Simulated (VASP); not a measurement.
# AlZn2Ga3O8 in VASP: single point with HSE06

Aim: the single point of AlZn2Ga3O8 with HSE06.

All numbers are computed with VASP 6.6.1; they aren't measurements. Logs are shortened: lines on timing, memory, paths and dates and some standing lists are left out, and cuts for length are marked.

### Step 1. The cell of the first run

The typed cell holds 56 atoms: a = 8.278 Å, b = 8.278 Å, c = 8.278 Å, α = 90.00°, β = 90.00°, γ = 90.00°.

### Step 2. Single point, HSE06

File POSCAR:

```
AlZn2Ga3O8
1.0
    8.2783050000      0.0000000000      0.0000000000
    0.0000000000      8.2783050000      0.0000000000
    0.0000000000      0.0000000000      8.2783050000
Zn Ga O Al
8 12 32 4
Direct
    0.8748550000      0.3745390000      0.3747500000
    0.3749890000      0.8747830000      0.3748820000
    0.3749980000      0.3747010000      0.8749790000
    0.1293780000      0.1231990000      0.1234360000
    0.8751140000      0.8744570000      0.8746880000
    0.6212810000      0.6268670000      0.1234060000
    0.6212700000      0.1232090000      0.6270760000
    0.1291860000      0.6271710000      0.6273600000
    0.4974080000      0.9996510000      0.9998590000
    0.7487870000      0.2510850000      0.0016090000
    0.7487930000      0.0014240000      0.2512620000
    0.0018960000      0.5015500000      0.9989170000
    0.0018680000      0.9986830000      0.5017840000
    0.5000080000      0.5000240000      0.5002630000
    0.2527080000      0.2472200000      0.5001890000
    0.2527340000      0.4999990000      0.2474610000
    0.7485340000      0.7510420000      0.5016230000
    0.7485780000      0.5014590000      0.7512400000
    0.0017050000      0.7510460000      0.2485030000
    0.0017230000      0.2482930000      0.7512720000
    0.5086260000      0.0174940000      0.2402170000
    0.7319900000      0.2408650000      0.2410460000
    0.5086270000      0.2400170000      0.0176880000
    0.7370850000      0.0111950000      0.0113880000
    0.0131030000      0.5113330000      0.2383670000
    0.2427900000      0.7410500000      0.2302450000
    0.0187470000      0.7412050000      0.0085460000
    0.2413050000      0.5186540000      0.0078680000
    0.0187480000      0.0083140000      0.7414200000
    0.2427940000      0.2300250000      0.7412580000
    0.0130870000      0.2381400000      0.5115490000
    0.2412900000      0.0076310000      0.5188700000
    0.2685520000      0.2589140000      0.2591220000
    0.4911390000      0.4825760000      0.2596480000
    0.4911310000      0.2594300000      0.4827680000
    0.2617460000      0.4879280000      0.4881450000
    0.5083290000      0.5177930000      0.7405010000
    0.7300360000      0.7418360000      0.7420310000
    0.5083130000      0.7402910000      0.5179910000
    0.7387050000      0.5120640000      0.5122680000
    0.7600020000      0.7618520000      0.2608530000
    0.9896080000      0.9899750000      0.2616680000
    0.9894670000      0.7601110000      0.4889410000
    0.7618420000      0.9892270000      0.4906860000
    0.7600120000      0.2606630000      0.7620540000
    0.9894910000      0.4887410000      0.7603390000
    0.9896210000      0.2614450000      0.9901900000
    0.7618640000      0.4904970000      0.9894290000
    0.2649420000      0.7643720000      0.7645940000
    0.4827400000      0.9831440000      0.7591720000
    0.4827340000      0.7589620000      0.9833520000
    0.2583420000      0.9824920000      0.9827080000
    0.2509380000      0.7506140000      0.9970200000
    0.5000360000      0.2499220000      0.2501050000
    0.2509310000      0.9967890000      0.7508260000
    0.4970230000      0.7505840000      0.7507940000
```

File INCAR.step1:

```
PREC = Accurate
ENCUT = 520
EDIFF = 1E-5
ISMEAR = -1
SIGMA = 0.05
LREAL = Auto
LASPH = True
NELM = 120
ALGO = Normal
ISIF = 2
LWAVE = True
LCHARG = False
GGA = PE
ISYM = -1
NBANDS = 262
GGA_COMPAT = False
KPAR = 1
```

File INCAR.step2:

```
PREC = Accurate
ENCUT = 520
EDIFF = 1E-6
ISMEAR = -1
SIGMA = 0.05
LREAL = Auto
LASPH = True
NELM = 120
ALGO = Normal
ISIF = 2
LWAVE = False
LCHARG = False
GGA = PE
LHFCALC = True
HFSCREEN = 0.2079
PRECFOCK = Fast
ISTART = 1
ISYM = -1
NBANDS = 262
GGA_COMPAT = False
KPAR = 1
```

File KPOINTS:

```
explicit points
1
Reciprocal
  0.25000000   0.25000000   0.25000000 1
```

Potentials or basis: VASP PAW PBE potentials, release 64 (Zn, Ga_d, O, Al).

Command:

```console
$ cat potpaw_PBE.64/Zn/POTCAR potpaw_PBE.64/Ga_d/POTCAR potpaw_PBE.64/O/POTCAR potpaw_PBE.64/Al/POTCAR > POTCAR
$ cp INCAR.step1 INCAR
$ mpirun -np 4 vasp_std > vasp.out
$ cp INCAR.step2 INCAR
$ mpirun -np 4 vasp_std > vasp.out
```

OUTCAR:

```text
PREC = Accurate
   ENCUT = 520
   EDIFF = 1E-6
   ISMEAR = -1
   LREAL = Auto
   LASPH = True
   NELM = 120
   ISIF = 2
   GGA = PE
   LHFCALC = True
   HFSCREEN = 0.2079
   PRECFOCK = Fast
   ISTART = 1
   ISYM = -1

 ion  position               nearest neighbor table
   1  0.875  0.375  0.375-  22 1.96  40 1.97  25 1.97  31 1.97
   2  0.375  0.875  0.375-  32 1.96  26 1.96  39 1.97  21 1.97
   3  0.375  0.375  0.875-  28 1.96  30 1.96  37 1.96  23 1.97
   4  0.129  0.123  0.123-  33 1.96  52 1.96  42 1.97  47 1.97
   5  0.875  0.874  0.875-  38 1.96  27 1.96  29 1.96  24 1.97
   6  0.621  0.627  0.123-  51 1.96  48 1.96  34 1.96  41 1.97
   7  0.621  0.123  0.627-  50 1.96  44 1.96  35 1.96  45 1.97
   8  0.129  0.627  0.627-  49 1.96  36 1.96  43 1.97  46 1.97
   9  0.497  1.000  1.000-  24 1.99  52 1.99  21 2.00  23 2.00  50 2.00  51 2.00  53 2.90  55 2.90
                            56 2.92  54 2.93
  10  0.749  0.251  0.002-  45 1.99  48 1.99  22 1.99  24 1.99  23 1.99  47 2.00  54 2.91
  11  0.749  0.001  0.251-  41 1.99  44 1.99  22 1.99  24 1.99  21 1.99  42 2.00  54 2.91
  12  0.002  0.502  0.999-  46 1.98  25 1.99  28 1.99  27 1.99  48 1.99  47 1.99  53 2.92
  13  0.002  0.999  0.502-  43 1.98  31 1.99  32 1.99  29 1.99  44 1.99  42 1.99  55 2.92
  14  0.500  0.500  0.500-  36 1.98  40 1.98  37 2.00  39 2.00  35 2.00  34 2.00  54 2.93  56 2.93

  15  0.253  0.247  0.500-  35 1.98  31 1.99  32 1.99  36 2.00  33 2.00  30 2.00  54 2.91  55 2.93

  16  0.253  0.500  0.247-  34 1.98  25 1.99  28 1.99  36 2.00  26 2.00  33 2.00  54 2.91  53 2.93

  17  0.749  0.751  0.502-  44 1.98  40 1.98  39 2.00  41 2.00  38 2.00  43 2.00  56 2.93
  18  0.749  0.501  0.751-  48 1.98  40 1.98  37 2.00  38 2.00  45 2.00  46 2.00  56 2.93
  19  0.002  0.751  0.249-  42 1.98  25 1.99  27 1.99  43 1.99  26 2.00  41 2.01  53 2.93
  20  0.002  0.248  0.751-  47 1.98  31 1.99  29 1.99  46 1.99  30 2.00  45 2.01  55 2.93
  21  0.509  0.017  0.240-  54 1.93   2 1.97  11 1.99   9 2.00
  22  0.732  0.241  0.241-  54 1.92   1 1.96  10 1.99  11 1.99
  23  0.509  0.240  0.018-  54 1.93   3 1.97  10 1.99   9 2.00
  24  0.737  0.011  0.011-   5 1.97   9 1.99  11 1.99  10 1.99
  25  0.013  0.511  0.238-   1 1.97  12 1.99  16 1.99  19 1.99
  26  0.243  0.741  0.230-  53 1.93   2 1.96  16 2.00  19 2.00
[... 24 lines left out ...]
  51  0.483  0.759  0.983-  53 1.92  56 1.93   6 1.96   9 2.00
  52  0.258  0.982  0.983-  53 1.92  55 1.92   4 1.96   9 1.99
  53  0.251  0.751  0.997-  51 1.92  28 1.92  52 1.92  27 1.93  49 1.93  26 1.93  56 2.88  55 2.88
                             9 2.90  12 2.92  19 2.93  16 2.93
  54  0.500  0.250  0.250-  33 1.92  22 1.92  23 1.93  21 1.93  34 1.93  35 1.93  10 2.91  11 2.91
                            16 2.91  15 2.91  14 2.93   9 2.93
  55  0.251  0.997  0.751-  50 1.92  32 1.92  52 1.92  29 1.93  49 1.93  30 1.93  56 2.88  53 2.88
                             9 2.90  13 2.92  20 2.93  15 2.93
  56  0.497  0.751  0.751-  49 1.93  51 1.93  50 1.93  37 1.93  39 1.93  38 1.93  55 2.88  53 2.88
                             9 2.92  18 2.93  17 2.93  14 2.93

IMPORTANT INFORMATION: All symmetrisations will be switched off!
NOSYMM: (Re-)initialisation of all symmetry stuff for point group C_1.

----------------------------------------------------------------------------------------

                                     Primitive cell

  volume of cell :     567.3150

  direct lattice vectors                    reciprocal lattice vectors
     8.278305000  0.000000000  0.000000000     0.120797675  0.000000000  0.000000000
     0.000000000  8.278305000  0.000000000     0.000000000  0.120797675  0.000000000
     0.000000000  0.000000000  8.278305000     0.000000000  0.000000000  0.120797675

  length of vectors
     8.278305000  8.278305000  8.278305000     0.120797675  0.120797675  0.120797675

  position of ions in fractional coordinates (direct lattice)
     0.874855000  0.374539000  0.374750000
     0.374989000  0.874783000  0.374882000
     0.374998000  0.374701000  0.874979000
     0.129378000  0.123199000  0.123436000
     0.875114000  0.874457000  0.874688000
     0.621281000  0.626867000  0.123406000
[... 48 lines left out ...]
     0.250931000  0.996789000  0.750826000
     0.497023000  0.750584000  0.750794000

  ion indices of the primitive-cell ions
   primitive index   ion index
                 1           1
                 2           2
                 3           3
                 4           4
                 5           5
                 6           6
[... 48 lines left out ...]
                55          55
                56          56

----------------------------------------------------------------------------------------

 KPOINTS: explicit points

Read explicit list of k-points.

 Found      1 k-points:

 Following reciprocal coordinates:
            Coordinates               Weight
  0.250000  0.250000  0.250000      1.000000
   k-points           NKPTS =      1   k-points in BZ     NKDIM =      1   number of bands    NBANDS=    264
   number of dos      NEDOS =    301   number of ions     NIONS =     56
   total plane-waves  NPLWV = 262144
   dimension x,y,z NGX =    64 NGY =   64 NGZ =   64
   dimension x,y,z NGXF=   128 NGYF=  128 NGZF=  128
   ions per type =               8  12  32   4
   NGX,Y,Z   is equivalent  to a cutoff of  12.85, 12.85, 12.85 a.u.
   NGXF,Y,Z  is equivalent  to a cutoff of  25.71, 25.71, 25.71 a.u.
 SYSTEM =  unknown system
   PREC   = accura    normal or accurate (medium, high low for compatibility)
   ISTART =      1    job   : 0-new  1-cont  2-samecut
   ICHARG =      0    charge: 1-file 2-atom 10-const
   ISPIN  =      1    spin polarized calculation?
   LNONCOLLINEAR =      F non collinear calculations
   LSORBIT =      F    spin-orbit coupling
   LASPH  =      T    aspherical Exc in radial PAW
   ENCUT  =  520.0 eV  38.22 Ry    6.18 a.u.  15.39 15.39 15.39*2*pi/ulx,y,z
   NELM   =    120;   NELMIN=  2; NELMDL=  0     # of ELM steps
   EDIFF  = 0.1E-05   stopping-criterion for ELM
   LREAL  =      T    real-space projection
   EDIFFG = 0.1E-04   stopping-criterion for IOM
   NSW    =      0    number of steps for IOM
   IBRION =     -1    ionic relax: 0-MD 1-quasi-New 2-CG
   NFREE  =      0    steps in history (QN), initial steepest desc. (CG)
   ISIF   =      2    stress and relaxation
   ISYM   =     -1    0-nonsym 1-usesym 2-fastsym
   POTIM  = 0.5000    time-step for ionic-motion
   TEBEG  =    0.0;   TEEND  =   0.0 temperature during run
   PSTRESS=    0.0 pullay stress
   NELECT =     456.0000    total number of electrons
   NUPDOWN=      -1.0000    fix difference up-down
   EMIN   =  10.00;   EMAX   =-10.00  energy-range for DOS
   EFERMI =   0.00;   METHOD = LEGACY
   ISMEAR =    -1;   SIGMA  =   0.05  broadening in eV -4-tet -1-fermi 0-gaus
   EFERMI_NEDOS =   21; number of points for ismear=-14 and -15
   IALGO  =     38    algorithm
   IMIX   =      1    mixing-type and parameters
     AMIX     =   0.40;   BMIX     =  1.00
     AMIX_MAG =   1.60;   BMIX_MAG =  1.00
  volume/ion in A,a.u.               =      10.13        68.36
  Fermi-wavevector in a.u.,A,eV,Ry     =   1.522141  2.876430 31.523538  2.316915
  Thomas-Fermi vector in A             =   2.630761
   LORBIT       =      0    0 simple, 1 ext, 2 COOP (PROOUT), +10 PAW based schemes
   GGA     = PE    functional components
   LHFCALC =     T    Hartree Fock is set to
   PRECFOCK=fast      Normal, Fast or Accurate (Low or Medium for compatibility)
   ENCUT4O =  -1.0   cutoff for four orbital integrals eV
   NKREDX  =     1    reduce k-point grid by
   NKREDY  =     1    reduce k-point grid by
   NKREDZ  =     1    reduce k-point grid by
   AEXX    =    0.2500 exact exchange contribution
   HFSCREEN=    0.2079 screening length (either q_TF or 0.3 A-1)
   HFSCREENC=   0.2079 screening length for correlation (either q_TF or 0.3 A-1)
   ENCUTFOCK=  -1.0 apply spherical cutoff to Coloumb kernel
   IVDW    =     0    specifies the selected vdW correction
   LEPSILON=     F    determine dielectric tensor
   LRPA    =     F    only Hartree local field effects (RPA)
 non-spin polarized calculation
  energy-cutoff  :      520.00
  volume of cell :      567.32
 maximum number of plane-waves:     15297
 NGX is ok and might be reduce to    64
  NGX = 32; NGY = 32; NGZ = 32

 number of electron     455.9999824 magnetization

 Free energy of the ion-electron system (eV)
  ---------------------------------------------------
  ext. energy  EPLUGINS =         0.00000000
  ---------------------------------------------------
  free energy    TOTEN  =      -410.13632004 eV

  energy without entropy =     -410.13632004  energy(sigma->0) =     -410.13632004

 E-fermi :   3.4211     XC(G=0):  -9.5128

 val. band max:        2.1169795536   @ k =   0.2500   0.2500   0.2500
 cond. band min:       7.9745324824   @ k =   0.2500   0.2500   0.2500
 fundamental gap:      5.8575529288
 Fermi energy:         3.4211242124

 k-point     1 :       0.2500    0.2500    0.2500
  band No.  band energies     occupation
      1     -18.0192      2.00000
      2     -17.6626      2.00000
      3     -17.6477      2.00000
      4     -17.6459      2.00000
      5     -17.1679      2.00000
      6     -17.1475      2.00000
[... 232 lines left out ...]
    239      11.1476      0.00000
    240      11.2595      0.00000
 [bands above 240 left out]

------------------------ aborting loop because EDIFF is reached ----------------------------------------

  FORCE on cell =-STRESS in cart. coord.  units (eV):
  Direction    XX          YY          ZZ          XY          YZ          ZX
  --------------------------------------------------------------------------------------
  -------------------------------------------------------------------------------------
  Total       -0.1199245     -0.1334596     -0.1351445      0.9513735     -0.3909666      0.9474695
  in kB       -0.3386836     -0.3769086     -0.3816671      2.6868126     -1.1041447      2.6757872
  external PRESSURE =      -0.3657531 kB  Pullay stress =       0.0000000 kB

 VOLUME and BASIS-vectors are now :
 -----------------------------------------------------------------------------
  energy-cutoff  :      520.00
  volume of cell :      567.32
      direct lattice vectors                 reciprocal lattice vectors
     8.278305000  0.000000000  0.000000000     0.120797675  0.000000000  0.000000000
     0.000000000  8.278305000  0.000000000     0.000000000  0.120797675  0.000000000
     0.000000000  0.000000000  8.278305000     0.000000000  0.000000000  0.120797675

 POSITION                                       TOTAL-FORCE (eV/Angst)
 -----------------------------------------------------------------------------------
      7.24232      3.10055      3.10229        -0.006862      0.008477      0.008255
      3.10427      7.24172      3.10339         0.005951      0.017141      0.019204
      3.10435      3.10189      7.24334         0.004908      0.017665      0.017044
      1.07103      1.01988      1.02184         0.003533     -0.017130     -0.018258
      7.24446      7.23902      7.24093         0.016505      0.010005      0.008557
      5.14315      5.18940      1.02159        -0.010014     -0.016203     -0.015742
[... 48 lines left out ...]
      2.07728      8.25172      6.21557         0.012074     -0.038216      0.014674
      4.11451      6.21356      6.21530        -0.035792      0.013075      0.012369
 -----------------------------------------------------------------------------------
    total drift:                                0.004543      0.002801      0.016896

  FREE ENERGIE OF THE ION-ELECTRON SYSTEM (eV)
  ---------------------------------------------------
  free  energy   TOTEN  =      -410.1363200357 eV

  energy  without entropy=     -410.1363200356  energy(sigma->0) =     -410.13632004
```

It took 17 min on 4 MPI ranks of Intel Xeon Platinum 8259CL at 2.50GHz (Skylake/Cascade Lake), shared host; peak memory 0.58 GiB.

What came out:

```yaml
Free_energy: -410.1363 eV
Pressure: 0.0 GPa
Largest_force: 0.271 eV/Å
Band_gap_on_the_k_mesh: 5.86 eV
```

Forces in eV/Å, atoms in the order of the input:
```
Zn  -0.007  0.008  0.008
Zn   0.006  0.017  0.019
Zn   0.005  0.018  0.017
Zn   0.004 -0.017 -0.018
Zn   0.017  0.010  0.009
Zn  -0.010 -0.016 -0.016
Zn  -0.009 -0.016 -0.016
Zn   0.006  0.008  0.008
Ga  -0.035 -0.021 -0.021
Ga  -0.020  0.003  0.027
Ga  -0.020  0.027  0.005
Ga   0.014  0.021 -0.004
Ga   0.014 -0.002  0.018
Ga   0.002 -0.006 -0.006
Ga   0.023 -0.017 -0.005
Ga   0.021 -0.006 -0.019
Ga  -0.019  0.001  0.021
Ga  -0.019  0.019  0.001
Ga   0.016  0.002 -0.020
Ga   0.015 -0.020  0.000
O    0.140  0.153 -0.143
O   -0.163 -0.154 -0.153
O    0.138 -0.143  0.153
O   -0.141  0.145  0.146
O    0.153  0.149 -0.155
O   -0.126 -0.134 -0.152
O    0.153 -0.157  0.146
O   -0.160  0.153  0.139
O    0.151  0.147 -0.157
O   -0.127 -0.152 -0.134
O    0.154 -0.154  0.148
O   -0.161  0.139  0.152
O    0.164  0.138  0.138
O   -0.151 -0.155  0.153
O   -0.151  0.152 -0.155
O    0.153 -0.143 -0.144
O    0.140  0.146 -0.151
O   -0.157 -0.140 -0.139
O    0.140 -0.152  0.147
O   -0.149  0.158  0.157
O    0.135  0.154  0.142
O   -0.144 -0.150  0.153
O   -0.148  0.157 -0.150
O    0.157 -0.159 -0.144
O    0.134  0.143  0.154
O   -0.146 -0.149  0.155
O   -0.144  0.154 -0.150
O    0.158 -0.145 -0.158
O    0.151  0.143  0.144
O   -0.153 -0.144  0.152
O   -0.153  0.152 -0.143
O    0.153 -0.154 -0.153
Al   0.011  0.015 -0.041
Al   0.008  0.000  0.009
Al   0.012 -0.038  0.015
Al  -0.036  0.013  0.012
```

Caveat: the PAW data sets were made with another functional, which shifts forces and pressure a little; a shifted mesh leaves out Γ, where band edges can lie. A k mesh can miss the band edges.
